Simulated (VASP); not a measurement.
# Sb (Pm-3m) in VASP: settings compared, part 2 of 2

VASP 6.6.1. Earlier steps stand in the parts before.

## (4) Single point, r2SCAN0

This run uses another cell than the first one, of 31.55 Å³/atom, 1.072 times its volume.

Input file POSCAR:

```
Sb
1.0
    3.1600000000      0.0000000000      0.0000000000
    0.0000000000      3.1600000000      0.0000000000
    0.0000000000      0.0000000000      3.1600000000
Sb
1
Direct
    0.0000000000      0.0000000000      0.0000000000
```

Input file INCAR.step1:

```
SYSTEM = Sb
PREC     = Accurate       ! precision mode
ENCUT    = 520            ! plane-wave cutoff, eV
EDIFF    = 1E-5           ! SCF threshold, eV
ISMEAR   = -1             ! smearing method
SIGMA    = 0.05           ! smearing width, eV
LREAL    = .False.        ! projectors in reciprocal space
LASPH    = .True.         ! aspherical terms in the spheres
NELM     = 100            ! most SCF steps
ALGO     = Normal         ! electronic algorithm
ISIF     = 2              ! what is computed and relaxed
LWAVE    = .True.         ! write WAVECAR
GGA      = PE             ! functional
NBANDS   = 8              ! bands
```

Input file INCAR.step2:

```
SYSTEM = Sb
PREC     = Accurate       ! precision mode
ENCUT    = 520            ! plane-wave cutoff, eV
EDIFF    = 1E-6           ! SCF threshold, eV
ISMEAR   = -1             ! smearing method
SIGMA    = 0.05           ! smearing width, eV
LREAL    = .False.        ! projectors in reciprocal space
LASPH    = .True.         ! aspherical terms in the spheres
NELM     = 100            ! most SCF steps
ALGO     = Normal         ! electronic algorithm
ISIF     = 2              ! what is computed and relaxed
LWAVE    = .False.        ! write WAVECAR
LCHARG   = .True.         ! write CHGCAR
METAGGA  = R2SCAN         ! meta-GGA
LHFCALC  = .True.         ! exact exchange
AEXX     = 0.25           ! exact-exchange fraction
LMIXTAU  = .True.       
PRECFOCK = Normal       
LELF     = .True.         ! ELF
LVHAR    = .True.       
ISTART   = 1            
NBANDS   = 8              ! bands
```

Input file KPOINTS:

```
regular mesh
0
Gamma
  4 4 4
  0 0 0
```

Launch:

```bash
cat potpaw_PBE.64/Sb/POTCAR > POTCAR
cp INCAR.step1 INCAR
mpirun -np 1 vasp_std > vasp.out
cp INCAR.step2 INCAR
mpirun -np 1 vasp_std > vasp.out
```

Wall time 57 s (1 thread of Intel Xeon Platinum 8259CL at 2.50GHz (Skylake/Cascade Lake), shared host); peak memory 0.15 GiB.

The run converged. Its results:

* Free energy: -21.3487 eV
* Pressure: -7.2 GPa

Levels at points of the mesh, in eV from the Fermi level:
| k point | band 1 | band 2 | band 3 | band 4 | band 5 |
| --- | --- | --- | --- | --- | --- |
| (0.00, 0.00, 0.00) | -14.57 | 3.60 | 3.60 | 3.60 | 7.54 |
| (0.50, 0.00, 0.00) | -11.99 | -6.96 | 5.79 | 5.79 | 9.67 |
| (0.50, 0.50, 0.00) | -9.11 | -4.70 | -4.70 | 2.92 | 7.93 |
| (0.50, 0.50, 0.50) | -5.87 | -2.64 | -2.64 | -2.64 | 5.62 |

Caveat: the k points lie up to 0.50 Å⁻¹ apart; the PAW data sets were made with another functional, which shifts forces and pressure a little; spin-orbit coupling is left out, which moves the levels of the heavy elements.

## (5) Single point, r2SCANh

This run uses another cell than the first one, of 31.55 Å³/atom, 1.072 times its volume.

POSCAR is that of step 4.

Input file INCAR.step1:

```
SYSTEM = Sb
PREC = Accurate
ENCUT = 520
EDIFF = 1E-5
ISMEAR = -1
SIGMA = 0.05
LREAL = .False.
LASPH = .True.
NELM = 100
ALGO = Normal
ISIF = 2
LWAVE = .True.
LCHARG = .False.
GGA = PE
NBANDS = 8
```

Input file INCAR.step2:

```
SYSTEM = Sb
PREC = Accurate
ENCUT = 520
EDIFF = 1E-6
ISMEAR = -1
SIGMA = 0.05
LREAL = .False.
LASPH = .True.
NELM = 100
ALGO = Normal
ISIF = 2
LWAVE = .False.
LCHARG = .False.
METAGGA = R2SCAN
LHFCALC = .True.
AEXX = 0.1
LMIXTAU = .True.
PRECFOCK = Normal
ISTART = 1
NBANDS = 8
```

KPOINTS is that of step 4.

Potentials or basis: VASP PAW PBE potentials, release 64 (Sb).

Launch:

```bash
cat potpaw_PBE.64/Sb/POTCAR > POTCAR
cp INCAR.step1 INCAR
mpirun -np 1 vasp_std > vasp.out
cp INCAR.step2 INCAR
mpirun -np 1 vasp_std > vasp.out
```

OUTCAR:

```text
SYSTEM = Sb
   PREC = Accurate
   ENCUT = 520
   EDIFF = 1E-6
   ISMEAR = -1
   LREAL = .False.
   LASPH = .True.
   NELM = 100
   ISIF = 2
   METAGGA = R2SCAN
   LHFCALC = .True.
   AEXX = 0.1
   PRECFOCK = Normal
   ISTART = 1

 ion  position               nearest neighbor table
   1  0.000  0.000  0.000-

  LATTYP: Found a simple cubic cell.
 ALAT       =     3.1600000000

  Lattice vectors:

 A1 = (   3.1600000000,   0.0000000000,   0.0000000000)
[... 280 lines left out ...]
      5      11.8477      0.00000
      6      11.8477      0.00000
      7      11.8477      0.00000
      8      14.3120      0.00000

------------------------ aborting loop because EDIFF is reached ----------------------------------------

  FORCE on cell =-STRESS in cart. coord.  units (eV):
  Direction    XX          YY          ZZ          XY          YZ          ZX
  --------------------------------------------------------------------------------------
  -------------------------------------------------------------------------------------
  Total       -1.0750012     -1.0750012     -1.0750012     -0.0000000     -0.0000000      0.0000000
  in kB      -54.5831118    -54.5831118    -54.5831118     -0.0000000     -0.0000000      0.0000000
  external PRESSURE =     -54.5831118 kB  Pullay stress =       0.0000000 kB

 VOLUME and BASIS-vectors are now :
 -----------------------------------------------------------------------------
  energy-cutoff  :      520.00
  volume of cell :       31.55
      direct lattice vectors                 reciprocal lattice vectors
     3.160000000  0.000000000  0.000000000     0.316455696  0.000000000  0.000000000
     0.000000000  3.160000000  0.000000000     0.000000000  0.316455696  0.000000000
     0.000000000  0.000000000  3.160000000     0.000000000  0.000000000  0.316455696

 POSITION                                       TOTAL-FORCE (eV/Angst)
 -----------------------------------------------------------------------------------
      0.00000      0.00000      0.00000         0.000000      0.000000      0.000000
 -----------------------------------------------------------------------------------
    total drift:                               -0.000001     -0.000001     -0.000001

  FREE ENERGIE OF THE ION-ELECTRON SYSTEM (eV)
  ---------------------------------------------------
  free  energy   TOTEN  =       -23.6306151199 eV

  energy  without entropy=      -23.6220140126  energy(sigma->0) =      -23.62631457
```

OUTCAR.step1:

```text
SYSTEM = Sb
   PREC = Accurate
   ENCUT = 520
   EDIFF = 1E-5
   ISMEAR = -1
   LREAL = .False.
[... 311 lines left out ...]
 -----------------------------------------------------------------------------------
      0.00000      0.00000      0.00000         0.000000      0.000000      0.000000
 -----------------------------------------------------------------------------------
    total drift:                               -0.000000      0.000000      0.000000

  FREE ENERGIE OF THE ION-ELECTRON SYSTEM (eV)
  ---------------------------------------------------
  free  energy   TOTEN  =        -3.6949182849 eV

  energy  without entropy=       -3.6847490653  energy(sigma->0) =       -3.68983368
```

OSZICAR.step1:

```text
N       E                     dE             d eps       ncg     rms          rms(c)
DAV:   1     0.724990370193E+01    0.72499E+01   -0.15529E+03   168   0.409E+02
DAV:   2    -0.355645291580E+01   -0.10806E+02   -0.10540E+02   240   0.545E+01
DAV:   3    -0.369167690566E+01   -0.13522E+00   -0.13515E+00   160   0.693E+00
DAV:   4    -0.369240188589E+01   -0.72498E-03   -0.72498E-03   264   0.666E-01
DAV:   5    -0.369240435050E+01   -0.24646E-05   -0.24646E-05   176   0.217E-02    0.169E+00
DAV:   6    -0.369371779131E+01   -0.13134E-02   -0.19255E-03   192   0.237E-01    0.988E-01
DAV:   7    -0.369485895619E+01   -0.11412E-02   -0.42818E-03   160   0.351E-01    0.819E-02
DAV:   8    -0.369491450047E+01   -0.55544E-04   -0.12606E-04   224   0.745E-02    0.792E-03
DAV:   9    -0.369491828487E+01   -0.37844E-05   -0.29195E-06   192   0.109E-02
   1 F= -.36949183E+01 E0= -.36898337E+01  d E =-.101692E-01
```

Run time: 33 s. Hardware: 1 thread of Intel Xeon Platinum 8259CL at 2.50GHz (Skylake/Cascade Lake), shared host; peak memory 0.15 GiB.

What came out:

```yaml
Free_energy: -23.6306 eV
Pressure: -5.5 GPa
```

Levels at points of the mesh, in eV from the Fermi level:
```
           k point  band 1  band 2  band 3  band 4  band 5  band 6
(0.00, 0.00, 0.00)  -13.43    3.35    3.35    3.35    7.26    7.26
(0.50, 0.00, 0.00)  -10.98   -6.13    5.39    5.39    9.31   11.36
(0.50, 0.50, 0.00)   -8.31   -4.06   -4.06    2.72    7.43   13.20
(0.50, 0.50, 0.50)   -5.31   -2.13   -2.13   -2.13    5.34    5.34
```

Caveat: the k points lie up to 0.50 Å⁻¹ apart; the PAW data sets were made with another functional, which shifts forces and pressure a little; spin-orbit coupling is left out, which moves the levels of the heavy elements.

## (6) Overview

| level | cell | screening parameter | gap on the mesh (eV) | pressure (GPa) |
| --- | --- | --- | --- | --- |
| HF | a = 3.088 Å, 1 atom | - | none | -42.2 |
| HSE06 | a = 3.160 Å, 1 atom | 0.2079 1/Å | none | -6.3 |
| r2SCAN0 | a = 3.160 Å, 1 atom | - | none | -7.2 |
| r2SCANh | a = 3.160 Å, 1 atom | - | none | -5.5 |

Alike in all rows: task single point; potentials or basis VASP PAW PBE potentials, release 64 (Sb); no spin polarisation; k mesh 4 × 4 × 4; cutoff (eV) 520; smearing fermi-dirac 0.05 eV.

Caveats: all runs use coarse meshes; the PAW data sets were made with another functional, which shifts forces and pressure a little; spin-orbit coupling is left out, which moves the levels of the heavy elements.

Absolute energies hang on the potentials; compare differences alone.
